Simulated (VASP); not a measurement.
Here is a VASP 6.6.1 calculation.

File INCAR:

```
PREC = Accurate ; ENCUT = 400
EDIFF = 1E-6 ; ISMEAR = 0
SIGMA = 0.1 ; LREAL = False
LASPH = True ; NELM = 120
ALGO = Normal ; ISIF = 2
LWAVE = False ; LCHARG = False
LDIPOL = True ; IDIPOL = 3
DIPOL = 0.5 0.5 0.500 ; GGA = PS
NBANDS = 43 ; GGA_COMPAT = False
NELMDL = -8
```

The input KPOINTS:

```
Automatic mesh
0
Gamma
  9 9 1
```

Contents of POSCAR:

```
PtSe2
1.0
    3.7603063687      0.0000000000      0.0000000000
   -1.8801531843      3.2565208413      0.0000000000
    0.0000000000      0.0000000000     27.2629384041
Se Pt
6 3
Direct
    0.6666666667      0.3333333333      0.2752040853
    0.3333333333      0.6666666667      0.3679190709
    0.6666666667      0.3333333333      0.4534690618
    0.3333333333      0.6666666667      0.5465303845
    0.6666666667      0.3333333333      0.6320812186
    0.3333333333      0.6666666667      0.7247961938
    0.0000000000      0.0000000000      0.3219765978
    0.0000000000      0.0000000000      0.4999997270
    0.0000000000      0.0000000000      0.6780236604
```

Potentials or basis: VASP PAW PBE potentials, release 64 (Se, Pt).

Launch:

```bash
$ cat potpaw_PBE.64/Se/POTCAR potpaw_PBE.64/Pt/POTCAR > POTCAR
$ mpirun -np 1 vasp_std > vasp.out
```

Problem. Estimate the largest force.

Solution. 0.015 eV/Å.

Forces in eV/Å, atoms in the order of the input:
```
Se   0.000  0.000 -0.008
Se   0.000  0.000  0.014
Se   0.000  0.000 -0.015
Se   0.000  0.000  0.015
Se   0.000  0.000 -0.014
Se   0.000  0.000  0.008
Pt   0.000  0.000 -0.004
Pt   0.000  0.000  0.000
Pt   0.000  0.000  0.004
```

Caveat: the PAW data sets were made with another functional, which shifts forces and pressure a little.
